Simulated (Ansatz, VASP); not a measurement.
Mn in VASP and in Ansatz

```
Mn
1.0
     3.85160    0.00000    0.00000
    -1.92580    3.33559    0.00000
     0.00000    0.00000    2.42420
Mn
3
Cartesian
  0.0000 0.0000 0.0000
  0.0000 2.2237 1.2121
  1.9258 1.1119 1.2121
```

Alike in both runs: functional PBEsol; k mesh 12 × 12 × 18; occupations gaussian, width 0.1 eV; no spin polarisation.

Ansatz relaxed the structure, and its values are those at the end. VASP's run is a single point on that final structure, the one shown.

|  | VASP | Ansatz |
| --- | --- | --- |
| version | VASP 6.6.1 | Ansatz 0.2.0 |
| potentials or method | VASP PAW PBE potentials, release 64 (Mn_pv), cutoff 520 eV | scalar-relativistic, plane waves, PAW |
| valence electrons in the cell | 39 | 45 |

VASP gave:

| Property | Result |
| --- | --- |
| gap on the k mesh at the Fermi level (eV) | none |
| pressure (GPa) | 0.1 |

Q: What did Ansatz give for the same quantities?

A: gap on the k mesh at the Fermi level (eV): none; pressure (GPa): 0.0.

VASP's potentials were made for PBE, not for PBEsol. A gap of «none» marks a metal or a gap that the smearing closes. VASP's potentials hold 39 valence electrons a cell and Ansatz's 45, so a difference there can come from the potentials and not from the codes.
